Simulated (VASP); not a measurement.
## Li16H (a cell with a defect): single point with LDA

Li16H (a cell with a defect):

```
Li H
1.0
     6.98000    0.00000    0.00000
     0.00000    6.98000    0.00000
     0.00000    0.00000    6.98000
Li H
16 1
Direct
  0.99358 0.00049 0.02856
  0.49193 0.00051 0.99084
  0.00088 0.50049 0.00157
  0.99373 0.00050 0.46874
  0.26658 0.26306 0.24857
  0.50680 0.50051 0.98584
  0.49165 0.00051 0.50656
  0.74888 0.24087 0.24876
  0.00111 0.50049 0.49580
  0.26657 0.73798 0.24857
  0.23653 0.24677 0.74878
  0.50663 0.50051 0.51148
  0.74890 0.76017 0.24876
  0.75812 0.24653 0.74859
  0.23654 0.75423 0.74878
  0.75813 0.75449 0.74858
  0.85066 0.00058 0.24869
```

* Program: VASP 6.6.1
* Task: single point
* Functional: LDA
* Potentials or basis: VASP PAW LDA potentials, release 64 (Li_sv, H)
* Cutoff: 520 eV
* k mesh: 3 × 3 × 3
* Occupations: fermi-dirac, width 0.1 eV
* Spin: no spin polarisation

```yaml
Largest_force: 0.007 eV/Å
```

Forces in eV/Å, atoms in the order of the input:
```
Li   0.001  0.000 -0.003
Li  -0.002 -0.001 -0.001
Li  -0.001  0.001  0.001
Li   0.003  0.000  0.002
Li  -0.003 -0.005 -0.003
Li   0.001  0.001  0.000
Li  -0.004  0.000  0.003
Li  -0.001 -0.002  0.000
Li  -0.005 -0.001  0.001
Li   0.000  0.003  0.000
Li   0.004 -0.001 -0.002
Li   0.001 -0.001  0.000
Li  -0.001  0.001  0.000
Li   0.000 -0.002  0.001
Li   0.002  0.001 -0.001
Li  -0.001  0.005  0.001
H    0.005 -0.001  0.000
```

Levels at points of the mesh, in eV from the Fermi level:
| k point | band 22 | band 23 | band 24 | band 25 | band 26 | band 27 |
| --- | --- | --- | --- | --- | --- | --- |
| (0.00, 0.00, 0.00) | -1.06 | -1.01 | -0.30 | 0.25 | 0.26 | 0.27 |

It took 2.4 min on 1 thread of Intel(R) Xeon(R) 6975P-C (Granite Rapids) (shared host), peak memory 0.34 GiB.
